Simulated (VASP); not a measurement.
The system is HgTe.

```
Hg Te
1.0
     4.64260    0.00000    0.00000
    -2.32130    4.02061    0.00000
     0.00000    0.00000    7.62450
Hg Te
2 2
Direct
  0.33333 0.66667 0.00050
  0.66667 0.33333 0.50050
  0.33333 0.66667 0.37450
  0.66667 0.33333 0.87450
```

Base run:

| Quantity | Value |
| --- | --- |
| Program | VASP 6.6.1 |
| Functional | r2SCAN |
| Potentials or basis | VASP PAW PBE potentials, release 64 (Hg, Te) |
| Cutoff | 520 eV |
| k mesh | 6 × 6 × 4 |
| Occupations | fermi-dirac, width 0.02 eV |
| Spin | no spin polarisation |

Its results: band gap on the k mesh zero (filled and empty bands touch); pressure 0.1 GPa.

Problem. The run is repeated on the same cell with these changes: functional from r2SCAN to PBE. What comes out?

Solution. Band gap on the k mesh zero (filled and empty bands touch); pressure 1.4 GPa.

Caveats: semilocal functionals underestimate gaps, so a narrow gap can read as zero; spin-orbit coupling is left out, which moves the levels of the heavy elements; the PAW data sets were made with another functional, which shifts forces and pressure a little (at least some runs).
